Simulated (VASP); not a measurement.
# Al5GaN6 (P-3m1) in VASP: a series of runs

Al5GaN6 is run at these levels: PBE; tasks: single point, relaxation of cell and atoms.

All numbers are computed with VASP 6.6.1; they aren't measurements. Logs are shortened: lines on timing, memory, paths and dates and some standing lists are left out, and cuts for length are marked.

### 1 The cell of the first run

Symmetry: P-3m1, No. 164, trigonal system. The conventional cell has a = 2.902 Å, b = 2.902 Å, c = 14.225 Å, α = 90.00°, β = 90.00°, γ = 120.00°. Within 2.7 Å of Al (site symmetry -3m) lie 6 N at 2.05 Å. Al (site symmetry 3m) has 6 N at 2.05 Å within 2.7 Å. Al (site symmetry 3m) has 6 N at 2.03 to 2.05 Å within 2.7 Å. Ga (site symmetry -3m) has 6 N at 2.10 Å and 6 Ga at 2.90 Å and 6 Al at 2.94 Å within 3.0 Å. N (site symmetry 3m) has 6 Al at 2.05 Å within 2.7 Å. N (site symmetry 3m) has 6 Al at 2.05 Å within 2.7 Å. N (site symmetry 3m) has 3 Al at 2.03 Å and 3 Ga at 2.10 Å within 2.7 Å.

### 2 Single point, PBE

INCAR reads:

```
SYSTEM = Al5GaN6
PREC     = Accurate       ! precision mode
ENCUT    = 520            ! plane-wave cutoff, eV
EDIFF    = 1E-6           ! SCF threshold, eV
ISMEAR   = 0              ! smearing method
SIGMA    = 0.1            ! smearing width, eV
LREAL    = .False.        ! projectors in reciprocal space
LASPH    = .True.         ! aspherical terms in the spheres
NELM     = 100            ! most SCF steps
ALGO     = Normal         ! electronic algorithm
ISIF     = 2              ! what is computed and relaxed
LWAVE    = .False.        ! write WAVECAR
LCHARG   = .True.         ! write CHGCAR
GGA      = PE             ! functional
LELF     = .True.         ! ELF
LVHAR    = .True.       
NBANDS   = 41             ! bands
```

KPOINTS reads:

```
Automatic mesh
0
Gamma
  6 6 2
  0 0 0
```

POSCAR reads:

```
Al5GaN6
1.0
    2.9016782807      0.0000000000      0.0000000000
   -1.4508391404      2.5129271047      0.0000000000
    0.0000000000      0.0000000000     14.2254999693
Al Ga N
5 1 6
Direct
    0.0000000000      0.0000000000      0.5000000000
    0.3333333333      0.6666666667      0.3350074995
    0.6666666667      0.3333333333      0.1699970337
    0.3333333333      0.6666666667      0.8300029663
    0.6666666667      0.3333333333      0.6649925005
    0.0000000000      0.0000000000      0.0000000000
    0.3333333333      0.6666666667      0.5824897036
    0.6666666667      0.3333333333      0.4175102964
    0.0000000000      0.0000000000      0.2525591857
    0.3333333333      0.6666666667      0.0889522166
    0.6666666667      0.3333333333      0.9110477834
    0.0000000000      0.0000000000      0.7474408143
```

Potentials or basis: VASP PAW PBE potentials, release 64 (Al, Ga_d, N).

Launch:

```
cat potpaw_PBE.64/Al/POTCAR potpaw_PBE.64/Ga_d/POTCAR potpaw_PBE.64/N/POTCAR > POTCAR
mpirun -np 1 vasp_std > vasp.out
```

OUTCAR:

```text
SYSTEM = Al5GaN6
   PREC = Accurate
   ENCUT = 520
   EDIFF = 1E-6
   ISMEAR = 0
   LREAL = .False.
   LASPH = .True.
   NELM = 100
   ISIF = 2
   GGA = PE

 ion  position               nearest neighbor table
   1  0.000  0.000  0.500-   7 2.05   8 2.05   8 2.05   7 2.05   8 2.05   7 2.05   2 2.88   5 2.88
                             2 2.88   5 2.88   5 2.88   2 2.88
   2  0.333  0.667  0.335-   9 2.05   9 2.05   9 2.05   8 2.05   8 2.05   8 2.05   1 2.88   1 2.88
                             1 2.88   3 2.88   3 2.88   3 2.88
   3  0.667  0.333  0.170-  10 2.03  10 2.03  10 2.03   9 2.05   9 2.05   9 2.05   2 2.88   2 2.88
                             2 2.88   6 2.94   6 2.94   6 2.94
   4  0.333  0.667  0.830-  11 2.03  11 2.03  11 2.03  12 2.05  12 2.05  12 2.05   5 2.88   5 2.88
                             5 2.88   6 2.94   6 2.94   6 2.94
   5  0.667  0.333  0.665-  12 2.05  12 2.05  12 2.05   7 2.05   7 2.05   7 2.05   1 2.88   1 2.88
                             1 2.88   4 2.88   4 2.88   4 2.88
   6  0.000  0.000  0.000-  10 2.10  11 2.10  11 2.10  10 2.10  11 2.10  10 2.10   3 2.94   4 2.94
                             4 2.94   3 2.94   3 2.94   4 2.94
   7  0.333  0.667  0.582-   1 2.05   1 2.05   1 2.05   5 2.05   5 2.05   5 2.05
   8  0.667  0.333  0.418-   1 2.05   1 2.05   1 2.05   2 2.05   2 2.05   2 2.05
   9  0.000  0.000  0.253-   2 2.05   2 2.05   2 2.05   3 2.05   3 2.05   3 2.05
  10  0.333  0.667  0.089-   3 2.03   3 2.03   3 2.03   6 2.10   6 2.10   6 2.10
  11  0.667  0.333  0.911-   4 2.03   4 2.03   4 2.03   6 2.10   6 2.10   6 2.10
  12  0.000  0.000  0.747-   5 2.05   5 2.05   5 2.05   4 2.05   4 2.05   4 2.05

  LATTYP: Found a hexagonal cell.
 ALAT       =     2.9016782807
 C/A-ratio  =     4.9025076501

  Lattice vectors:

 A1 = (   2.9016782807,   0.0000000000,   0.0000000000)
 A2 = (  -1.4508391404,   2.5129271047,   0.0000000000)
 A3 = (   0.0000000000,   0.0000000000,  14.2254999693)

Analysis of symmetry for initial positions (statically):
=====================================================================
 Subroutine PRICEL returns:
 Original cell was already a primitive cell.

 Routine SETGRP: Setting up the symmetry group for a
 hexagonal supercell.

 Subroutine GETGRP returns: Found 12 space group operations
 (whereof 12 operations were pure point group operations)
 out of a pool of 24 trial point group operations.

The static configuration has the point symmetry D_3d.

Analysis of symmetry for dynamics (positions and initial velocities):
=====================================================================
 Subroutine PRICEL returns:
 Original cell was already a primitive cell.

 Routine SETGRP: Setting up the symmetry group for a
 hexagonal supercell.

 Subroutine GETGRP returns: Found 12 space group operations
 (whereof 12 operations were pure point group operations)
 out of a pool of 24 trial point group operations.

The dynamic configuration has the point symmetry D_3d.

 Subroutine INISYM returns: Found 12 space group operations
 (whereof 12 operations are pure point group operations),
 and found     1 'primitive' translations

----------------------------------------------------------------------------------------

                                     Primitive cell

  volume of cell :     103.7282

  direct lattice vectors                    reciprocal lattice vectors
     2.901678281  0.000000000  0.000000000     0.344628144  0.198971152  0.000000000
    -1.450839140  2.512927105  0.000000000     0.000000000  0.397942303  0.000000000
     0.000000000  0.000000000 14.225499969     0.000000000  0.000000000  0.070296299

  length of vectors
     2.901678281  2.901678281 14.225499969     0.397942303  0.397942303  0.070296299

  position of ions in fractional coordinates (direct lattice)
     0.000000000  0.000000000  0.500000000
     0.333333333  0.666666667  0.335007500
     0.666666667  0.333333333  0.169997034
     0.333333333  0.666666667  0.830002966
     0.666666667  0.333333333  0.664992500
     0.000000000  0.000000000  0.000000000
     0.333333333  0.666666667  0.582489704
     0.666666667  0.333333333  0.417510296
     0.000000000  0.000000000  0.252559186
     0.333333333  0.666666667  0.088952217
     0.666666667  0.333333333  0.911047783
     0.000000000  0.000000000  0.747440814

  ion indices of the primitive-cell ions
   primitive index   ion index
                 1           1
                 2           2
                 3           3
                 4           4
                 5           5
                 6           6
                 7           7
                 8           8
                 9           9
                10          10
                11          11
                12          12

----------------------------------------------------------------------------------------

 KPOINTS: Automatic mesh

Automatic generation of k-mesh.
 Grid dimensions read from file:
 generate k-points for:    6    6    2

 Generating k-lattice:

  Cartesian coordinates                     Fractional coordinates (reciprocal lattice)
     0.057438024  0.033161859  0.000000000     0.166666667  0.000000000  0.000000000
     0.000000000  0.066323717  0.000000000     0.000000000  0.166666667  0.000000000
     0.000000000  0.000000000  0.035148150     0.000000000  0.000000000  0.500000000

  Length of vectors
     0.066323717  0.066323717  0.035148150

  Shift w.r.t. Gamma in fractional coordinates (k-lattice)
     0.000000000  0.000000000  0.000000000

 Subroutine IBZKPT returns following result:
 ===========================================

 Found     14 irreducible k-points:

 Following reciprocal coordinates:
            Coordinates               Weight
  0.000000  0.000000  0.000000      1.000000
  0.166667  0.000000  0.000000      6.000000
  0.333333  0.000000  0.000000      6.000000
  0.500000  0.000000  0.000000      3.000000
  0.166667  0.166667  0.000000      6.000000
  0.333333  0.166667  0.000000     12.000000
  0.333333  0.333333  0.000000      2.000000
  0.000000  0.000000  0.500000      1.000000
  0.166667  0.000000  0.500000      6.000000
  0.333333  0.000000  0.500000      6.000000
  0.500000  0.000000  0.500000      3.000000
  0.166667  0.166667  0.500000      6.000000
  0.333333  0.166667  0.500000     12.000000
  0.333333  0.333333  0.500000      2.000000
   k-points           NKPTS =     14   k-points in BZ     NKDIM =     14   number of bands    NBANDS=     41
   number of dos      NEDOS =    301   number of ions     NIONS =     12
   total plane-waves  NPLWV =  62208
   dimension x,y,z NGX =    24 NGY =   24 NGZ =  108
   dimension x,y,z NGXF=    48 NGYF=   48 NGZF=  216
   ions per type =               5   1   6
   NGX,Y,Z   is equivalent  to a cutoff of  13.75, 13.75, 12.62 a.u.
   NGXF,Y,Z  is equivalent  to a cutoff of  27.50, 27.50, 25.24 a.u.
 SYSTEM =  Al5GaN6
   PREC   = accura    normal or accurate (medium, high low for compatibility)
   ISTART =      0    job   : 0-new  1-cont  2-samecut
   ICHARG =      2    charge: 1-file 2-atom 10-const
   ISPIN  =      1    spin polarized calculation?
   LNONCOLLINEAR =      F non collinear calculations
   LSORBIT =      F    spin-orbit coupling
   LASPH  =      T    aspherical Exc in radial PAW
   ENCUT  =  520.0 eV  38.22 Ry    6.18 a.u.   5.40  5.40 26.45*2*pi/ulx,y,z
   NELM   =    100;   NELMIN=  2; NELMDL= -5     # of ELM steps
   EDIFF  = 0.1E-05   stopping-criterion for ELM
   LREAL  =      F    real-space projection
   EDIFFG = 0.1E-04   stopping-criterion for IOM
   NSW    =      0    number of steps for IOM
   IBRION =     -1    ionic relax: 0-MD 1-quasi-New 2-CG
   NFREE  =      0    steps in history (QN), initial steepest desc. (CG)
   ISIF   =      2    stress and relaxation
   ISYM   =      2    0-nonsym 1-usesym 2-fastsym
   POTIM  = 0.5000    time-step for ionic-motion
   TEBEG  =    0.0;   TEEND  =   0.0 temperature during run
   PSTRESS=    0.0 pullay stress
   NELECT =      58.0000    total number of electrons
   NUPDOWN=      -1.0000    fix difference up-down
   EMIN   =  10.00;   EMAX   =-10.00  energy-range for DOS
   EFERMI =   0.00;   METHOD = LEGACY
   ISMEAR =     0;   SIGMA  =   0.10  broadening in eV -4-tet -1-fermi 0-gaus
   EFERMI_NEDOS =   21; number of points for ismear=-14 and -15
   IALGO  =     38    algorithm
   IMIX   =      4    mixing-type and parameters
     AMIX     =   0.40;   BMIX     =  1.00
     AMIX_MAG =   1.60;   BMIX_MAG =  1.00
  volume/ion in A,a.u.               =       8.64        58.33
  Fermi-wavevector in a.u.,A,eV,Ry     =   1.348710  2.548692 24.749254  1.819019
  Thomas-Fermi vector in A             =   2.476357
   LORBIT       =      0    0 simple, 1 ext, 2 COOP (PROOUT), +10 PAW based schemes
   GGA     = PE    functional components
   LHFCALC =     F    Hartree Fock is set to
   AEXX    =    0.0000 exact exchange contribution
   IVDW    =     0    specifies the selected vdW correction
   LEPSILON=     F    determine dielectric tensor
   LRPA    =     F    only Hartree local field effects (RPA)
 non-spin polarized calculation
 Gauss-broadening in eV      SIGMA  =   0.10
  energy-cutoff  :      520.00
  volume of cell :      103.73
 maximum number of plane-waves:      2872
 NGX is ok and might be reduce to    24
   NGX = 11   NGY = 11   NGZ = 53

 number of electron      57.9999991 magnetization

 Free energy of the ion-electron system (eV)
  ---------------------------------------------------
  ext. energy  EPLUGINS =         0.00000000
  ---------------------------------------------------
  free energy    TOTEN  =       -83.74754034 eV

  energy without entropy =      -83.74754034  energy(sigma->0) =      -83.74754034

 E-fermi :   9.7455     XC(G=0): -12.3291

 val. band max:        9.2997935177   @ k =   0.0000   0.0000   0.5000
 cond. band min:      12.4104530373   @ k =   0.5000   0.0000   0.0000
 fundamental gap:      3.1106595196
 Fermi energy:         9.7454737357

 k-point     1 :       0.0000    0.0000    0.0000
  band No.  band energies     occupation
      1      -8.0028      2.00000
      2      -7.4707      2.00000
      3      -7.4236      2.00000
      4      -6.0133      2.00000
      5      -5.9832      2.00000
      6      -4.8310      2.00000
[... 33 lines left out ...]
     40      20.4121      0.00000
     41      20.5721      0.00000

 k-point     2 :       0.1667    0.0000    0.0000
  band No.  band energies     occupation
      1      -7.5161      2.00000
      2      -7.0029      2.00000
      3      -6.9841      2.00000
      4      -5.8012      2.00000
      5      -5.5883      2.00000
      6      -4.8404      2.00000
[... 33 lines left out ...]
     40      19.3363      0.00000
     41      19.6394      0.00000

 k-point     3 :       0.3333    0.0000    0.0000
  band No.  band energies     occupation
      1      -6.2737      2.00000
      2      -6.0058      2.00000
      3      -5.7714      2.00000
      4      -5.3331      2.00000
      5      -4.7590      2.00000
      6      -4.5991      2.00000
[... 435 lines left out ...]
      2      -5.3275      2.00000
      3      -4.9767      2.00000
      4      -4.7050      2.00000
      5      -4.6730      2.00000
      6      -4.4696      2.00000
[... 33 lines left out ...]
     40      18.6714      0.00000
     41      18.8728      0.00000

 k-point    14 :       0.3333    0.3333    0.5000
  band No.  band energies     occupation
      1      -5.5150      2.00000
      2      -5.5150      2.00000
      3      -4.5573      2.00000
      4      -4.5573      2.00000
      5      -4.4606      2.00000
      6      -4.0825      2.00000
[... 33 lines left out ...]
     40      19.2982      0.00000
     41      19.2990      0.00000

------------------------ aborting loop because EDIFF is reached ----------------------------------------

  FORCE on cell =-STRESS in cart. coord.  units (eV):
  Direction    XX          YY          ZZ          XY          YZ          ZX
  --------------------------------------------------------------------------------------
  -------------------------------------------------------------------------------------
  Total       -0.0051989     -0.0051989     -0.0073783      0.0000000      0.0000000     -0.0000000
  in kB       -0.0803018     -0.0803018     -0.1139652      0.0000000      0.0000000     -0.0000000
  external PRESSURE =      -0.0915229 kB  Pullay stress =       0.0000000 kB

 VOLUME and BASIS-vectors are now :
 -----------------------------------------------------------------------------
  energy-cutoff  :      520.00
  volume of cell :      103.73
      direct lattice vectors                 reciprocal lattice vectors
     2.901678281  0.000000000  0.000000000     0.344628144  0.198971152  0.000000000
    -1.450839140  2.512927105  0.000000000     0.000000000  0.397942303  0.000000000
     0.000000000  0.000000000 14.225499969     0.000000000  0.000000000  0.070296299

 POSITION                                       TOTAL-FORCE (eV/Angst)
 -----------------------------------------------------------------------------------
      0.00000      0.00000      7.11275        -0.000000      0.000000      0.000000
     -0.00000      1.67528      4.76565        -0.000000      0.000000     -0.001368
      1.45084      0.83764      2.41829         0.000000     -0.000000      0.000967
     -0.00000      1.67528     11.80721        -0.000000      0.000000     -0.000967
      1.45084      0.83764      9.45985        -0.000000     -0.000000      0.001368
      0.00000      0.00000      0.00000        -0.000000      0.000000      0.000000
     -0.00000      1.67528      8.28621        -0.000000      0.000000     -0.000204
      1.45084      0.83764      5.93929        -0.000000     -0.000000      0.000204
      0.00000      0.00000      3.59278        -0.000000      0.000000      0.001784
     -0.00000      1.67528      1.26539         0.000000     -0.000000      0.051146
      1.45084      0.83764     12.96011        -0.000000      0.000000     -0.051146
      0.00000      0.00000     10.63272        -0.000000      0.000000     -0.001784
 -----------------------------------------------------------------------------------
    total drift:                               -0.000000     -0.000000      0.000000

  FREE ENERGIE OF THE ION-ELECTRON SYSTEM (eV)
  ---------------------------------------------------
  free  energy   TOTEN  =       -83.7475403406 eV

  energy  without entropy=      -83.7475403406  energy(sigma->0) =      -83.74754034
```

Wall time 2 min (1 thread of AMD EPYC 7R13, shared host); peak memory 0.22 GiB.

Results:

```yaml
Free_energy: -83.7475 eV
Pressure: 0.0 GPa
Largest_force: 0.051 eV/Å
Band_gap_on_the_k_mesh: 3.11 eV (least direct gap 3.88 eV)
```

Forces in eV/Å, atoms in the order of the input:
```
Al   0.000  0.000  0.000
Al   0.000  0.000 -0.001
Al   0.000  0.000  0.001
Al   0.000  0.000 -0.001
Al   0.000  0.000  0.001
Ga   0.000  0.000  0.000
N    0.000  0.000  0.000
N    0.000  0.000  0.000
N    0.000  0.000  0.002
N    0.000  0.000  0.051
N    0.000  0.000 -0.051
N    0.000  0.000 -0.002
```

Levels at points of the mesh, in eV from the valence-band top:
```
           k point  band 27  band 28  band 29  band 30  band 31  band 32
(0.00, 0.00, 0.00)    -0.06    -0.05    -0.05     4.48     5.76     6.01
(0.50, 0.00, 0.00)    -1.40    -0.82    -0.77     3.11     4.89     5.29
(0.00, 0.00, 0.50)    -0.16     0.00     0.00     4.70     5.60     5.86
(0.50, 0.00, 0.50)    -1.24    -1.18    -0.82     3.23     4.60     5.79
```

A k mesh can miss the band edges.

### 3 Relaxation of cell and atoms, PBE

This run uses another cell than the first one, of 13.20 Å³/atom.

INCAR reads:

```
ALGO = Normal
EDIFF = 1E-6
EDIFFG = -0.04
ENCUT = 600
GGA = PE
IBRION = 2
ISIF = 3
ISMEAR = 0
LASPH = T
LCHARG = F
LREAL = F
LWAVE = F
NELM = 60
NSW = 90
PREC = Accurate
SIGMA = 0.1
```

KPOINTS reads:

```
k-points
0
Gamma
  6 6 1
```

POSCAR reads:

```
Al5GaN6
1.0
    3.3419538300      0.0000000000      0.0000000000
   -1.6709769100      2.8942169100      0.0000000000
    0.0000000000      0.0000000000     16.3721632300
Al Ga N
5 1 6
Direct
    0.0000000000      0.0000000000      0.5000000000
    0.3333333300      0.6666666700      0.3333333300
    0.6666666700      0.3333333300      0.1666666700
    0.3333333300      0.6666666700      0.8333333300
    0.6666666700      0.3333333300      0.6666666700
    0.0000000000      0.0000000000      0.0000000000
    0.3333333300      0.6666666700      0.5833333300
    0.6666666700      0.3333333300      0.4166666700
    0.0000000000      0.0000000000      0.2500000000
    0.3333333300      0.6666666700      0.0833333300
    0.6666666700      0.3333333300      0.9166666700
    0.0000000000      0.0000000000      0.7500000000
```

Potentials or basis: VASP PAW PBE potentials, release 64 (Al, Ga_d, N).

Launch:

```
cat potpaw_PBE.64/Al/POTCAR potpaw_PBE.64/Ga_d/POTCAR potpaw_PBE.64/N/POTCAR > POTCAR
mpirun -np 1 vasp_std > vasp.out
```

Run time: 17 min. Hardware: 1 thread of AMD EPYC 7R13, shared host; peak memory 0.33 GiB.

It converged, with:

| Property | Result |
| --- | --- |
| Free energy | -83.8302 eV |
| Relaxed volume | 8.63 Å³/atom |
| Relaxed cell | a = 2.901 Å, b = 2.901 Å, c = 14.218 Å, α = 90.00°, β = 90.00°, γ = 120.00° |
| Space group after relaxing (to 0.1 Å) | P-3m1 (No. 164) |
| Energy gained by relaxing | 882.0 meV/atom |
| Ionic steps | 11 |
| Pressure after relaxing | 0.3 GPa |
| Largest force after relaxing | 0.030 eV/Å |
| Band gap on the k mesh | 3.17 eV (least direct gap 3.89 eV) |

Forces in eV/Å, atoms in the order of the input:
```
Al   0.000  0.000  0.000
Al   0.000  0.000 -0.018
Al   0.000  0.000 -0.016
Al   0.000  0.000  0.016
Al   0.000  0.000  0.018
Ga   0.000  0.000  0.000
N    0.000  0.000  0.003
N    0.000  0.000 -0.003
N    0.000  0.000  0.022
N    0.000  0.000  0.030
N    0.000  0.000 -0.030
N    0.000  0.000 -0.022
```

Stress tensor (GPa, compression positive):
```
0.23 0.00 0.00
0.00 0.23 0.00
0.00 0.00 0.34
```

The path:
| step | energy change (eV) | largest force (eV/Å) | pressure (GPa) | volume (Å³) |
| --- | --- | --- | --- | --- |
| 1 | 0.0000 | 0.6646 | -42.03 | 158.36 |
| 2 | -9.1384 | 1.0915 | 40.16 | 91.53 |
| 3 | -10.5092 | 0.9607 | -0.13 | 103.89 |
| 4 | -10.5045 | 0.9681 | 2.09 | 102.95 |
| 5 | -10.5568 | 0.3509 | 2.29 | 102.81 |
| 6 | -10.5572 | 0.3528 | 2.31 | 102.80 |
| 7 | -10.5698 | 0.2234 | -1.98 | 104.58 |
| 8 | -10.5728 | 0.2303 | -0.74 | 104.04 |
| 9 | -10.5799 | 0.0956 | -0.40 | 103.89 |
| 10 | -10.5819 | 0.1304 | -0.10 | 103.76 |
| 11 | -10.5840 | 0.0297 | 0.27 | 103.60 |

Final structure:
```
CELL_PARAMETERS angstrom
2.90064 0.00000 0.00000
-1.45032 2.51203 0.00000
0.00000 0.00000 14.21824
ATOMIC_POSITIONS crystal
Al 0.00000 0.00000 0.50000
Al 0.33333 0.66667 0.33508
Al 0.66667 0.33333 0.17009
Al 0.33333 0.66667 0.82991
Al 0.66667 0.33333 0.66492
Ga 0.00000 0.00000 0.00000
N 0.33333 0.66667 0.58245
N 0.66667 0.33333 0.41755
N 0.00000 0.00000 0.25258
N 0.33333 0.66667 0.08905
N 0.66667 0.33333 0.91095
N 0.00000 0.00000 0.74742
```

Levels at points of the mesh, in eV from the valence-band top:
```
           k point  band 27  band 28  band 29  band 30  band 31  band 32
(0.00, 0.00, 0.00)    -0.01     0.00     0.00     4.54     5.81     6.07
(0.50, 0.00, 0.00)    -1.36    -0.77    -0.72     3.17     4.94     5.34
```

Caveat: the volume moved by over 15 % at a fixed basis, so the end points are rough.

(Continued in part 2 of 2.)
